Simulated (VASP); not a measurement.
# Ge (P6_3/mmc) in VASP: further runs, part 2 of 2

VASP 6.6.1.

## Step 3: Single point, PBEsol

Contents of INCAR:

```
SYSTEM = Ge
PREC = Accurate ; ENCUT = 520
EDIFF = 1E-6 ; ISMEAR = 0
SIGMA = 0.1 ; LREAL = .False.
LASPH = .True. ; NELM = 80
ALGO = Normal ; ISIF = 2
LWAVE = .False. ; LCHARG = .False.
GGA = PS ; NBANDS = 36
```

Contents of KPOINTS:

```
Automatic mesh
0
Gamma
  3 3 2
  0 0 0
```

Contents of POSCAR:

```
Ge
1.0
    3.9975860000      0.0000000000      0.0000000000
   -1.9987930000      3.4620110000      0.0000000000
    0.0000000000      0.0000000000      6.5993780000
Ge
4
Direct
    0.6666666667      0.3333333333      0.0629010000
    0.3333333333      0.6666666667      0.5629010000
    0.6666666667      0.3333333333      0.4370990000
    0.3333333333      0.6666666667      0.9370990000
```

Potentials or basis: VASP PAW PBE potentials, release 64 (Ge_d).

On the command line:

```sh
$ cat potpaw_PBE.64/Ge_d/POTCAR > POTCAR
$ mpirun -np 1 vasp_std > vasp.out
```

OUTCAR:

```text
SYSTEM = Ge
   PREC = Accurate
   ENCUT = 520
   EDIFF = 1E-6
   ISMEAR = 0
   LREAL = .False.
   LASPH = .True.
   NELM = 80
   ISIF = 2
   GGA = PS

 ion  position               nearest neighbor table
   1  0.667  0.333  0.063-   4 2.45   4 2.45   4 2.45   3 2.47
   2  0.333  0.667  0.563-   3 2.45   3 2.45   3 2.45   4 2.47
   3  0.667  0.333  0.437-   2 2.45   2 2.45   2 2.45   1 2.47
   4  0.333  0.667  0.937-   1 2.45   1 2.45   1 2.45   2 2.47

  LATTYP: Found a hexagonal cell.
 ALAT       =     3.9975860000
 C/A-ratio  =     1.6508407824
[... 413 lines left out ...]
  Direction    XX          YY          ZZ          XY          YZ          ZX
  --------------------------------------------------------------------------------------
  -------------------------------------------------------------------------------------
  Total        2.2399024      2.2399024     -1.0152307      0.0000000      0.0000000      0.0000000
  in kB       39.2925689     39.2925682    -17.8092678      0.0000000      0.0000000      0.0000000
  external PRESSURE =      20.2586231 kB  Pullay stress =       0.0000000 kB

 VOLUME and BASIS-vectors are now :
 -----------------------------------------------------------------------------
  energy-cutoff  :      520.00
  volume of cell :       91.33
      direct lattice vectors                 reciprocal lattice vectors
     3.997586000  0.000000000  0.000000000     0.250150966  0.144424729  0.000000000
    -1.998793000  3.462011000  0.000000000     0.000000000  0.288849458  0.000000000
     0.000000000  0.000000000  6.599378000     0.000000000  0.000000000  0.151529432

 POSITION                                       TOTAL-FORCE (eV/Angst)
 -----------------------------------------------------------------------------------
      1.99879      1.15400      0.41511         0.000000     -0.000000      0.117436
     -0.00000      2.30801      3.71480        -0.000000      0.000000      0.117436
      1.99879      1.15400      2.88458         0.000000      0.000000     -0.117436
     -0.00000      2.30801      6.18427         0.000000      0.000000     -0.117436
 -----------------------------------------------------------------------------------
    total drift:                                0.000000     -0.000000      0.000000

  FREE ENERGIE OF THE ION-ELECTRON SYSTEM (eV)
  ---------------------------------------------------
  free  energy   TOTEN  =       -18.9403949117 eV

  energy  without entropy=      -18.9348777262  energy(sigma->0) =      -18.93763632
```

stdout:

```text
POSCAR found type information on POSCAR Ge
 POSCAR found :  1 types and       4 ions
 scaLAPACK will be used
 -----------------------------------------------------------------------------
|                                                                             |
|                                                                             |
|     You enforced a specific xc type in the INCAR file but a different       |
|     I HOPE YOU KNOW WHAT YOU ARE DOING!                                     |
|                                                                             |
 -----------------------------------------------------------------------------

 LDA part: xc-table for (Slater+PW92), standard interpolation
 POSCAR, INCAR and KPOINTS ok, starting setup
 FFT: planning ... GRIDC
 FFT: planning ... GRID_SOFT
 FFT: planning ... GRID
 WAVECAR not read
 entering main loop
```

It took 35 s on 1 thread of AMD EPYC 7R13, shared host; peak memory 0.16 GiB.

Results:

| Quantity | Value |
| --- | --- |
| Free energy | -18.9404 eV |
| Pressure | 2.0 GPa |
| Largest force | 0.117 eV/Å |
| Band gap on the k mesh | 0.14 eV, direct |

Forces in eV/Å, atoms in the order of the input:
```
Ge   0.000  0.000  0.117
Ge   0.000  0.000  0.117
Ge   0.000  0.000 -0.117
Ge   0.000  0.000 -0.117
```

Levels at points of the mesh, in eV from the valence-band top:
| k point | band 24 | band 25 | band 26 | band 27 | band 28 | band 29 | band 30 | band 31 | band 32 | band 33 |
| --- | --- | --- | --- | --- | --- | --- | --- | --- | --- | --- |
| (0.00, 0.00, 0.00) | -1.46 | -1.46 | -0.13 | -0.11 | 0.00 | 0.14 | 0.14 | 2.25 | 2.25 | 2.74 |
| (0.00, 0.00, 0.50) | -4.78 | -0.83 | -0.83 | -0.83 | -0.83 | 0.65 | 0.65 | 3.35 | 3.35 | 3.35 |

Caveat: the k points lie up to 0.60 Å⁻¹ apart; the PAW data sets were made with another functional, which shifts forces and pressure a little.

## Step 4: Single point, PBEsol

Contents of INCAR:

```
SYSTEM = Ge
  PREC = Accurate
  ENCUT = 520
  EDIFF = 1E-6
  ISMEAR = 0
  SIGMA = 0.1
  LREAL = .False.
  LASPH = .True.
  NELM = 100
  ALGO = Normal
  ISIF = 2
  LWAVE = .False.
  LCHARG = .True.
  GGA = PS
  LELF = .True.
  LVHAR = .True.
  NBANDS = 36
```

Contents of KPOINTS:

```
Automatic mesh
0
Gamma
  4 4 2
  0 0 0
```

POSCAR is that of step 3.

On the command line:

```sh
$ cat potpaw_PBE.64/Ge_d/POTCAR > POTCAR
$ mpirun -np 1 vasp_std > vasp.out
```

Wall time 49 s (1 thread of AMD EPYC 7R13, shared host); peak memory 0.17 GiB.

Results (log left out):

```
Free energy            : -19.4618 eV
Pressure               : 0.8 GPa
Largest force          : 0.051 eV/Å
Band gap on the k mesh : 0.15 eV, direct
```

Forces in eV/Å, atoms in the order of the input:
```
Ge   0.000  0.000  0.051
Ge   0.000  0.000  0.051
Ge   0.000  0.000 -0.051
Ge   0.000  0.000 -0.051
```

Stress tensor (GPa, compression positive):
```
 1.80  0.00  0.00
 0.00  1.80  0.00
 0.00  0.00 -1.24
```

Levels at points of the mesh, in eV from the valence-band top:
| k point | band 24 | band 25 | band 26 | band 27 | band 28 | band 29 | band 30 | band 31 | band 32 | band 33 |
| --- | --- | --- | --- | --- | --- | --- | --- | --- | --- | --- |
| (0.00, 0.00, 0.00) | -1.45 | -1.45 | -0.12 | -0.11 | 0.00 | 0.15 | 0.15 | 2.27 | 2.27 | 2.76 |
| (0.50, 0.00, 0.00) | -6.73 | -4.57 | -3.04 | -2.80 | -1.42 | 0.49 | 1.64 | 3.53 | 3.72 | 4.33 |
| (0.00, 0.00, 0.50) | -4.78 | -0.82 | -0.82 | -0.82 | -0.82 | 0.66 | 0.66 | 3.37 | 3.37 | 3.37 |
| (0.50, 0.00, 0.50) | -7.85 | -2.52 | -2.52 | -2.39 | -2.39 | 0.50 | 0.50 | 2.08 | 2.08 | 6.12 |

Caveat: the k points lie up to 0.48 Å⁻¹ apart; the PAW data sets were made with another functional, which shifts forces and pressure a little. A k mesh can miss the band edges.

## Step 5: Single point, PBEsol

Contents of INCAR:

```
PREC     = Accurate       # precision mode
ENCUT    = 520            # plane-wave cutoff, eV
EDIFF    = 1E-7           # SCF threshold, eV
ISMEAR   = 0              # smearing method
SIGMA    = 0.1            # smearing width, eV
LREAL    = F              # projectors in reciprocal space
LASPH    = T              # aspherical terms in the spheres
NELM     = 80             # most SCF steps
ALGO     = Normal         # electronic algorithm
ISIF     = 2              # what is computed and relaxed
LWAVE    = F              # write WAVECAR
LCHARG   = T              # write CHGCAR
GGA      = PS             # functional
LELF     = T              # ELF
LVHAR    = T            
NBANDS   = 36             # bands
```

Contents of KPOINTS:

```
Automatic mesh
0
Gamma
  5 5 3
```

POSCAR is that of step 4.

On the command line:

```sh
$ cat potpaw_PBE.64/Ge_d/POTCAR > POTCAR
$ mpirun -np 1 vasp_std > vasp.out
```

Wall time 49 s (1 thread of AMD EPYC 7R13, shared host); peak memory 0.17 GiB.

Results (log left out):

```yaml
Free_energy: -19.5712 eV
Pressure: 0.2 GPa
Largest_force: 0.026 eV/Å
Band_gap_on_the_k_mesh: 0.16 eV, direct
```

Forces on the atoms (eV/Å):
```
Ge   0.000  0.000  0.026
Ge   0.000  0.000  0.026
Ge   0.000  0.000 -0.026
Ge   0.000  0.000 -0.026
```

Stress tensor (GPa, compression positive):
```
 0.54  0.00  0.00
 0.00  0.54  0.00
 0.00  0.00 -0.47
```

Levels at points of the mesh, in eV from the valence-band top:
| k point | band 26 | band 27 | band 28 | band 29 | band 30 | band 31 |
| --- | --- | --- | --- | --- | --- | --- |
| (0.00, 0.00, 0.00) | -0.12 | -0.10 | 0.00 | 0.16 | 0.16 | 2.28 |

Caveat: the PAW data sets were made with another functional, which shifts forces and pressure a little. A k mesh can miss the band edges.

## Step 6: Single point, PBEsol

Contents of INCAR:

```
  PREC = Accurate
  ENCUT = 520
  EDIFF = 1E-6
  ISMEAR = 0
  SIGMA = 0.1
  LREAL = False
  LASPH = True
  NELM = 80
  ALGO = Normal
  ISIF = 2
  LWAVE = False
  LCHARG = False
  GGA = PS
  NBANDS = 36
```

Contents of KPOINTS:

```
Automatic mesh
0
Gamma
  7 7 4
```

POSCAR is that of step 5.

Potentials or basis: VASP PAW PBE potentials, release 64 (Ge_d).

On the command line:

```sh
$ cat potpaw_PBE.64/Ge_d/POTCAR > POTCAR
$ mpirun -np 1 vasp_std > vasp.out
```

OUTCAR:

```text
PREC = Accurate
   ENCUT = 520
   EDIFF = 1E-6
   ISMEAR = 0
   LREAL = False
   LASPH = True
   NELM = 80
   ISIF = 2
   GGA = PS

 ion  position               nearest neighbor table
   1  0.667  0.333  0.063-   4 2.45   4 2.45   4 2.45   3 2.47
   2  0.333  0.667  0.563-   3 2.45   3 2.45   3 2.45   4 2.47
   3  0.667  0.333  0.437-   2 2.45   2 2.45   2 2.45   1 2.47
   4  0.333  0.667  0.937-   1 2.45   1 2.45   1 2.45   2 2.47

  LATTYP: Found a hexagonal cell.
[... 1134 lines left out ...]
  FORCE on cell =-STRESS in cart. coord.  units (eV):
  Direction    XX          YY          ZZ          XY          YZ          ZX
  --------------------------------------------------------------------------------------
  -------------------------------------------------------------------------------------
  Total        0.0157532      0.0157532     -0.2320590      0.0000000     -0.0000000      0.0000000
  in kB        0.2763445      0.2763445     -4.0708002      0.0000000     -0.0000000      0.0000000
  external PRESSURE =      -1.1727037 kB  Pullay stress =       0.0000000 kB

 VOLUME and BASIS-vectors are now :
 -----------------------------------------------------------------------------
  energy-cutoff  :      520.00
  volume of cell :       91.33
      direct lattice vectors                 reciprocal lattice vectors
     3.997586000  0.000000000  0.000000000     0.250150966  0.144424729  0.000000000
    -1.998793000  3.462011000  0.000000000     0.000000000  0.288849458  0.000000000
     0.000000000  0.000000000  6.599378000     0.000000000  0.000000000  0.151529432

 POSITION                                       TOTAL-FORCE (eV/Angst)
 -----------------------------------------------------------------------------------
      1.99879      1.15400      0.41511        -0.000000     -0.000000      0.005921
     -0.00000      2.30801      3.71480         0.000000      0.000000      0.005921
      1.99879      1.15400      2.88458        -0.000000     -0.000000     -0.005921
     -0.00000      2.30801      6.18427         0.000000      0.000000     -0.005921
 -----------------------------------------------------------------------------------
    total drift:                                0.000000     -0.000000      0.000000

  FREE ENERGIE OF THE ION-ELECTRON SYSTEM (eV)
  ---------------------------------------------------
  free  energy   TOTEN  =       -19.6671865836 eV

  energy  without entropy=      -19.6663844732  energy(sigma->0) =      -19.66678553
```

Wall time 1.7 min (1 thread of AMD EPYC 7R13, shared host); peak memory 0.19 GiB.

What came out:

```yaml
Free_energy: -19.6672 eV
Pressure: -0.1 GPa
Largest_force: 0.006 eV/Å
Band_gap_on_the_k_mesh: 0.10 eV, indirect (least direct gap 0.16 eV)
```

Forces on the atoms (eV/Å):
```
Ge   0.000  0.000  0.006
Ge   0.000  0.000  0.006
Ge   0.000  0.000 -0.006
Ge   0.000  0.000 -0.006
```

Stress tensor (GPa, compression positive):
```
 0.03  0.00  0.00
 0.00  0.03  0.00
 0.00  0.00 -0.41
```

Caveat: the PAW data sets were made with another functional, which shifts forces and pressure a little. A k mesh can miss the band edges.

## Step 7: Single point, PBEsol

Contents of INCAR:

```
SYSTEM = Ge
PREC = Accurate
ENCUT = 520
EDIFF = 1E-7
ISMEAR = 0
SIGMA = 0.1
LREAL = .False.
LASPH = .True.
NELM = 100
ALGO = Normal
ISIF = 2
LWAVE = .False.
LCHARG = .False.
GGA = PS
NBANDS = 36
```

Contents of KPOINTS:

```
regular mesh
0
Gamma
  8 8 4
  0 0 0
```

POSCAR is that of step 6.

On the command line:

```sh
$ cat potpaw_PBE.64/Ge_d/POTCAR > POTCAR
$ mpirun -np 1 vasp_std > vasp.out
```

Wall time 1.9 min (1 thread of AMD EPYC 7R13, shared host); peak memory 0.2 GiB.

The run converged. Its results:

* Free energy: -19.6773 eV
* Pressure: -0.1 GPa
* Largest force: 0.006 eV/Å
* Band gap on the k mesh: 0.10 eV, indirect (least direct gap 0.16 eV)

Forces on the atoms (eV/Å):
```
Ge   0.000  0.000  0.006
Ge   0.000  0.000  0.006
Ge   0.000  0.000 -0.006
Ge   0.000  0.000 -0.006
```

Stress tensor (GPa, compression positive):
```
 0.00  0.00  0.00
 0.00  0.00  0.00
 0.00  0.00 -0.30
```

Levels at points of the mesh, in eV from the valence-band top:
| k point | band 24 | band 25 | band 26 | band 27 | band 28 | band 29 | band 30 | band 31 | band 32 | band 33 |
| --- | --- | --- | --- | --- | --- | --- | --- | --- | --- | --- |
| (0.00, 0.00, 0.00) | -1.44 | -1.44 | -0.12 | -0.10 | 0.00 | 0.16 | 0.16 | 2.28 | 2.28 | 2.77 |
| (0.50, 0.00, 0.00) | -6.72 | -4.57 | -3.04 | -2.80 | -1.41 | 0.50 | 1.65 | 3.53 | 3.72 | 4.34 |
| (0.00, 0.00, 0.50) | -4.79 | -0.82 | -0.82 | -0.82 | -0.82 | 0.68 | 0.68 | 3.39 | 3.39 | 3.39 |
| (0.50, 0.00, 0.50) | -7.85 | -2.52 | -2.52 | -2.38 | -2.38 | 0.51 | 0.51 | 2.10 | 2.10 | 6.13 |

Caveat: the PAW data sets were made with another functional, which shifts forces and pressure a little.

## Step 8: The runs side by side

```csv
k mesh,gap on the mesh (eV),pressure (GPa),largest force (eV/Å)
2 × 2 × 1,0.10,8.6,0.31
3 × 3 × 2,0.14,2.0,0.12
4 × 4 × 2,0.15,0.8,0.05
5 × 5 × 3,0.16,0.2,0.03
7 × 7 × 4,0.10,-0.1,0.01
8 × 8 × 4,0.10,-0.1,0.01
```

Alike in all rows: task single point; level PBEsol; potentials or basis VASP PAW PBE potentials, release 64 (Ge_d); no spin polarisation; cell as given; cutoff (eV) 520; smearing gaussian 0.1 eV.

Caveats: some runs use coarse meshes; the PAW data sets were made with another functional, which shifts forces and pressure a little.

Absolute energies hang on the potentials; compare differences alone.
